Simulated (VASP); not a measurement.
# AgCl (Cmcm) in VASP: further runs

Runs on AgCl. Level: PBE. Tasks: single point, relaxation of cell and atoms.

All numbers are computed with VASP 6.6.1; they aren't measurements. Logs are shortened: lines on timing, memory, paths and dates and some standing lists are left out, and cuts for length are marked.

**1. The cell of the first run**

The structure is orthorhombic, space group Cmcm (No. 63). The conventional cell has a = 3.786 Å, b = 11.622 Å, c = 3.894 Å, α = 90.00°, β = 90.00°, γ = 90.00°. Within 3.6 Å of Ag (site symmetry m2m) lie 7 Cl at 2.73 to 3.37 Å and 2 Ag at 3.14 Å. Within 3.6 Å of Cl (site symmetry m2m) lie 7 Ag at 2.73 to 3.37 Å.

**2. Single point, PBE**

INCAR

```
PREC = Accurate
ENCUT = 520
EDIFF = 1E-6
ISMEAR = 0
SIGMA = 0.05
LREAL = False
LASPH = True
NELM = 100
ALGO = Normal
ISIF = 2
LWAVE = False
LCHARG = False
GGA = PE
NBANDS = 46
```

KPOINTS

```
Automatic mesh
0
Gamma
  10 10 4
```

POSCAR

```
AgCl
1.0
   -3.7861669437      0.0000000000      0.0000000000
    0.0000000000      0.0000000000      3.8937085080
    0.0000000000     11.6224404486      0.0000000000
Ag Cl
4 4
Direct
    1.0000000000      0.7500000000      0.6060479495
    0.5000000000      0.7500000000      0.1060479495
    1.0000000000      0.2500000000      0.3939520505
    0.5000000000      0.2500000000      0.8939520505
    0.0000000000      0.2500000000      0.1335211316
    0.5000000000      0.2500000000      0.6335211316
    0.0000000000      0.7500000000      0.8664788684
    0.5000000000      0.7500000000      0.3664788684
```

Potentials or basis: VASP PAW PBE potentials, release 64 (Ag, Cl).

Run with:

```sh
$ cat potpaw_PBE.64/Ag/POTCAR potpaw_PBE.64/Cl/POTCAR > POTCAR
$ mpirun -np 1 vasp_std > vasp.out
```

OUTCAR:

```text
PREC = Accurate
   ENCUT = 520
   EDIFF = 1E-6
   ISMEAR = 0
   LREAL = False
   LASPH = True
   NELM = 100
   ISIF = 2
   GGA = PE

 ion  position               nearest neighbor table
   1  0.000  0.750  0.606-   6 2.73   6 2.73   6 2.73   6 2.73   7 3.03   3 3.14   3 3.14
   2  0.500  0.750  0.106-   5 2.73   5 2.73   5 2.73   5 2.73   8 3.03   4 3.14   4 3.14
   3  0.000  0.250  0.394-   8 2.73   8 2.73   8 2.73   8 2.73   5 3.03   1 3.14   1 3.14
   4  0.500  0.250  0.894-   7 2.73   7 2.73   7 2.73   7 2.73   6 3.03   2 3.14   2 3.14
   5  0.000  0.250  0.134-   2 2.73   2 2.73   2 2.73   2 2.73   3 3.03
   6  0.500  0.250  0.634-   1 2.73   1 2.73   1 2.73   1 2.73   4 3.03
   7  0.000  0.750  0.866-   4 2.73   4 2.73   4 2.73   4 2.73   1 3.03
   8  0.500  0.750  0.366-   3 2.73   3 2.73   3 2.73   3 2.73   2 3.03

  LATTYP: Found a simple orthorhombic cell.
 ALAT       =     3.7861669437
 B/A-ratio  =     1.0284038094
 C/A-ratio  =     3.0697115635

  Lattice vectors:

 A1 = (  -3.7861669437,   0.0000000000,   0.0000000000)
 A2 = (   0.0000000000,   0.0000000000,   3.8937085080)
 A3 = (   0.0000000000,  11.6224404486,   0.0000000000)

Analysis of symmetry for initial positions (statically):
=====================================================================
 Subroutine PRICEL returns following result:

  LATTYP: Found a base centered orthorhombic cell.
 ALAT       =     3.7861669437
 B/A-ratio  =     3.0697115635
 C/A-ratio  =     1.0284038094

  Lattice vectors:

 A1 = (  -1.8930834718,   5.8112202243,   0.0000000000)
 A2 = (  -1.8930834719,  -5.8112202243,   0.0000000000)
 A3 = (   0.0000000000,   0.0000000000,   3.8937085080)

   2 primitive cells build up your supercell.

 Routine SETGRP: Setting up the symmetry group for a
 simple orthorhombic supercell.

 Subroutine GETGRP returns: Found  8 space group operations
 (whereof  4 operations were pure point group operations)
 out of a pool of  8 trial point group operations.

The static configuration has the point symmetry C_2h.
 The point group associated with its full space group is D_2h.

Analysis of symmetry for dynamics (positions and initial velocities):
=====================================================================
 Subroutine PRICEL returns following result:

  LATTYP: Found a base centered orthorhombic cell.
 ALAT       =     3.7861669437
 B/A-ratio  =     3.0697115635
 C/A-ratio  =     1.0284038094

  Lattice vectors:

 A1 = (  -1.8930834718,   5.8112202243,   0.0000000000)
 A2 = (  -1.8930834719,  -5.8112202243,   0.0000000000)
 A3 = (   0.0000000000,   0.0000000000,   3.8937085080)

   2 primitive cells build up your supercell.

 Routine SETGRP: Setting up the symmetry group for a
 simple orthorhombic supercell.

 Subroutine GETGRP returns: Found  8 space group operations
 (whereof  4 operations were pure point group operations)
 out of a pool of  8 trial point group operations.

The dynamic configuration has the point symmetry C_2h.
 The point group associated with its full space group is D_2h.

 Subroutine INISYM returns: Found  8 space group operations
 (whereof  4 operations are pure point group operations),
 and found     2 'primitive' translations

----------------------------------------------------------------------------------------

                                     Primitive cell

  volume of cell :      85.6703

  direct lattice vectors                    reciprocal lattice vectors
    -1.893083472  5.811220224  0.000000000    -0.264119363  0.086040449  0.000000000
    -1.893083472 -5.811220224  0.000000000    -0.264119363 -0.086040449  0.000000000
     0.000000000  0.000000000  3.893708508     0.000000000  0.000000000  0.256824567

  length of vectors
     6.111795606  6.111795606  3.893708508     0.277780483  0.277780483  0.256824567

  position of ions in fractional coordinates (direct lattice)
     0.606047950  0.393952050  0.750000000
     0.393952050  0.606047950  0.250000000
     0.133521132  0.866478868  0.250000000
     0.866478868  0.133521132  0.750000000

  ion indices of the primitive-cell ions
   primitive index   ion index
                 1           1
                 2           3
                 3           5
                 4           7

----------------------------------------------------------------------------------------

 KPOINTS: Automatic mesh

Automatic generation of k-mesh.
 Grid dimensions read from file:
 generate k-points for:   10   10    4

 Generating k-lattice:

  Cartesian coordinates                     Fractional coordinates (reciprocal lattice)
    -0.026411936  0.000000000  0.000000000     0.100000000  0.000000000  0.000000000
     0.000000000  0.000000000  0.025682457     0.000000000  0.100000000  0.000000000
     0.000000000  0.021510112  0.000000000     0.000000000  0.000000000  0.250000000

  Length of vectors
     0.026411936  0.025682457  0.021510112

  Shift w.r.t. Gamma in fractional coordinates (k-lattice)
     0.000000000  0.000000000  0.000000000

 Subroutine IBZKPT returns following result:
 ===========================================

 Found    108 irreducible k-points:

 Following reciprocal coordinates:
            Coordinates               Weight
  0.000000  0.000000  0.000000      1.000000
  0.100000  0.000000  0.000000      2.000000
  0.200000  0.000000  0.000000      2.000000
  0.300000  0.000000  0.000000      2.000000
  0.400000  0.000000  0.000000      2.000000
  0.500000  0.000000  0.000000      1.000000
[... 16 lines left out ...]
  0.400000  0.300000  0.000000      4.000000
  0.500000  0.300000  0.000000      2.000000
 [... further k-points ...]
   k-points           NKPTS =    108   k-points in BZ     NKDIM =    108   number of bands    NBANDS=     46
   number of dos      NEDOS =    301   number of ions     NIONS =      8
   total plane-waves  NPLWV =  75600
   dimension x,y,z NGX =    28 NGY =   30 NGZ =   90
   dimension x,y,z NGXF=    56 NGYF=   60 NGZF=  180
   ions per type =               4   4
   NGX,Y,Z   is equivalent  to a cutoff of  12.29, 12.81, 12.87 a.u.
   NGXF,Y,Z  is equivalent  to a cutoff of  24.59, 25.62, 25.75 a.u.
 SYSTEM =  unknown system
   PREC   = accura    normal or accurate (medium, high low for compatibility)
   ISTART =      0    job   : 0-new  1-cont  2-samecut
   ICHARG =      2    charge: 1-file 2-atom 10-const
   ISPIN  =      1    spin polarized calculation?
   LNONCOLLINEAR =      F non collinear calculations
   LSORBIT =      F    spin-orbit coupling
   LASPH  =      T    aspherical Exc in radial PAW
   ENCUT  =  520.0 eV  38.22 Ry    6.18 a.u.   7.04  7.24 21.61*2*pi/ulx,y,z
   NELM   =    100;   NELMIN=  2; NELMDL= -5     # of ELM steps
   EDIFF  = 0.1E-05   stopping-criterion for ELM
   LREAL  =      F    real-space projection
   EDIFFG = 0.1E-04   stopping-criterion for IOM
   NSW    =      0    number of steps for IOM
   IBRION =     -1    ionic relax: 0-MD 1-quasi-New 2-CG
   NFREE  =      0    steps in history (QN), initial steepest desc. (CG)
   ISIF   =      2    stress and relaxation
   ISYM   =      2    0-nonsym 1-usesym 2-fastsym
   POTIM  = 0.5000    time-step for ionic-motion
   TEBEG  =    0.0;   TEEND  =   0.0 temperature during run
   PSTRESS=    0.0 pullay stress
   NELECT =      72.0000    total number of electrons
   NUPDOWN=      -1.0000    fix difference up-down
   EMIN   =  10.00;   EMAX   =-10.00  energy-range for DOS
   EFERMI =   0.00;   METHOD = LEGACY
   ISMEAR =     0;   SIGMA  =   0.05  broadening in eV -4-tet -1-fermi 0-gaus
   EFERMI_NEDOS =   21; number of points for ismear=-14 and -15
   IALGO  =     38    algorithm
   IMIX   =      4    mixing-type and parameters
     AMIX     =   0.40;   BMIX     =  1.00
     AMIX_MAG =   1.60;   BMIX_MAG =  1.00
  volume/ion in A,a.u.               =      21.42       144.53
  Fermi-wavevector in a.u.,A,eV,Ry     =   1.226212  2.317204 20.457657  1.503595
  Thomas-Fermi vector in A             =   2.361221
   LORBIT       =      0    0 simple, 1 ext, 2 COOP (PROOUT), +10 PAW based schemes
   GGA     = PE    functional components
   LHFCALC =     F    Hartree Fock is set to
   AEXX    =    0.0000 exact exchange contribution
   IVDW    =     0    specifies the selected vdW correction
   LEPSILON=     F    determine dielectric tensor
   LRPA    =     F    only Hartree local field effects (RPA)
 non-spin polarized calculation
 Gauss-broadening in eV      SIGMA  =   0.05
  energy-cutoff  :      520.00
  volume of cell :      171.34
 maximum number of plane-waves:      4650
   NGX = 15   NGY = 15   NGZ = 43

 number of electron      72.0000007 magnetization

 Free energy of the ion-electron system (eV)
  ---------------------------------------------------
  ext. energy  EPLUGINS =         0.00000000
  ---------------------------------------------------
  free energy    TOTEN  =       -21.33458341 eV

  energy without entropy =      -21.33458341  energy(sigma->0) =      -21.33458341

 E-fermi :   4.0192     XC(G=0):  -9.9822

 val. band max:        3.7991041362   @ k =   0.5000   0.0000   0.0000
 cond. band min:       4.2189221449   @ k =   0.0000   0.0000   0.0000
 fundamental gap:      0.4198180087
 Fermi energy:         4.0192378128

 k-point     1 :       0.0000    0.0000    0.0000
  band No.  band energies     occupation
      1     -11.2602      2.00000
      2     -11.0373      2.00000
      3     -11.0067      2.00000
      4     -10.7777      2.00000
      5      -0.5051      2.00000
      6      -0.1777      2.00000
[... 38 lines left out ...]
     45      12.3098      0.00000
     46      13.6205      0.00000

 k-point     2 :       0.1000    0.0000    0.0000
  band No.  band energies     occupation
      1     -11.2313      2.00000
      2     -11.0113      2.00000
      3     -10.9881      2.00000
      4     -10.7626      2.00000
      5      -0.5070      2.00000
      6      -0.1641      2.00000
[... 38 lines left out ...]
     45      12.3236      0.00000
     46      13.3106      0.00000

 k-point     3 :       0.2000    0.0000    0.0000
  band No.  band energies     occupation
      1     -11.1521      2.00000
      2     -10.9401      2.00000
      3     -10.9400      2.00000
      4     -10.7241      2.00000
      5      -0.6463      2.00000
      6      -0.5162      2.00000
[... 1018 lines left out ...]
     45      11.7693      0.00000
     46      11.9239      0.00000

 k-point    24 :       0.5000    0.3000    0.0000
  band No.  band energies     occupation
      1     -10.8020      2.00000
      2     -10.8020      2.00000
      3     -10.6896      2.00000
      4     -10.6896      2.00000
      5      -0.9074      2.00000
      6      -0.9074      2.00000
[... 38 lines left out ...]
     45      11.9723      0.00000
     46      11.9734      0.00000

 [... further k-points ...]
[... 5 lines left out ...]
  --------------------------------------------------------------------------------------
  -------------------------------------------------------------------------------------
  Total       -0.1837669     -0.0920476     -0.1625515      0.0000000      0.0000000      0.0000000
  in kB       -1.7183722     -0.8607210     -1.5199909      0.0000000      0.0000000      0.0000000
  external PRESSURE =      -1.3663614 kB  Pullay stress =       0.0000000 kB

 VOLUME and BASIS-vectors are now :
 -----------------------------------------------------------------------------
  energy-cutoff  :      520.00
  volume of cell :      171.34
      direct lattice vectors                 reciprocal lattice vectors
    -3.786166944  0.000000000  0.000000000    -0.264119363  0.000000000  0.000000000
     0.000000000  0.000000000  3.893708508     0.000000000  0.000000000  0.256824567
     0.000000000 11.622440449  0.000000000     0.000000000  0.086040449  0.000000000

 POSITION                                       TOTAL-FORCE (eV/Angst)
 -----------------------------------------------------------------------------------
      0.00000      7.04376      2.92028         0.000000      0.000537     -0.000000
     -1.89308      1.23254      2.92028        -0.000000      0.000537     -0.000000
      0.00000      4.57868      0.97343         0.000000     -0.000537     -0.000000
     -1.89308     10.38990      0.97343         0.000000     -0.000537      0.000000
      0.00000      1.55184      0.97343         0.000000     -0.005832      0.000000
     -1.89308      7.36306      0.97343         0.000000     -0.005832      0.000000
      0.00000     10.07060      2.92028        -0.000000      0.005832     -0.000000
     -1.89308      4.25938      2.92028         0.000000      0.005832      0.000000
 -----------------------------------------------------------------------------------
    total drift:                               -0.000000      0.000000     -0.000000

  FREE ENERGIE OF THE ION-ELECTRON SYSTEM (eV)
  ---------------------------------------------------
  free  energy   TOTEN  =       -21.3345834066 eV

  energy  without entropy=      -21.3345834066  energy(sigma->0) =      -21.33458341
```

Run time: 7.2 min. Hardware: 1 thread of Intel Xeon Platinum 8488C (Sapphire Rapids), shared host; peak memory 0.69 GiB.

What came out:

```yaml
Free_energy: -21.3346 eV
Pressure: -0.1 GPa
Largest_force: 0.006 eV/Å
Band_gap_on_the_k_mesh: 0.42 eV
```

Forces in eV/Å, atoms in the order of the input:
```
Ag   0.000  0.001  0.000
Ag   0.000  0.001  0.000
Ag   0.000 -0.001  0.000
Ag   0.000 -0.001  0.000
Cl   0.000 -0.006  0.000
Cl   0.000 -0.006  0.000
Cl   0.000  0.006  0.000
Cl   0.000  0.006  0.000
```

Stress tensor (GPa, compression positive):
```
-0.17  0.00  0.00
 0.00 -0.09  0.00
 0.00  0.00 -0.15
```

Levels at points of the mesh, in eV from the valence-band top:
```
           k point  band 34  band 35  band 36  band 37  band 38  band 39
(0.00, 0.00, 0.00)    -1.66    -1.64    -1.64     0.42     1.80     3.01
(0.50, 0.00, 0.00)    -0.06     0.00     0.00     2.98     2.98     5.16
(0.00, 0.50, 0.00)    -0.11    -0.08    -0.08     3.62     3.62     4.28
(0.50, 0.50, 0.00)    -1.56    -1.56    -1.56     2.65     2.65     2.65
(0.00, 0.00, 0.50)    -1.71    -1.59    -1.59     1.06     1.06     3.08
(0.50, 0.00, 0.50)    -0.05    -0.01    -0.01     3.06     3.06     5.10
(0.00, 0.50, 0.50)    -0.09    -0.09    -0.09     3.97     3.97     3.97
(0.50, 0.50, 0.50)    -1.57    -1.57    -1.57     2.64     2.64     2.64
```

A k mesh can miss the band edges.

[end of part 1 of 2]
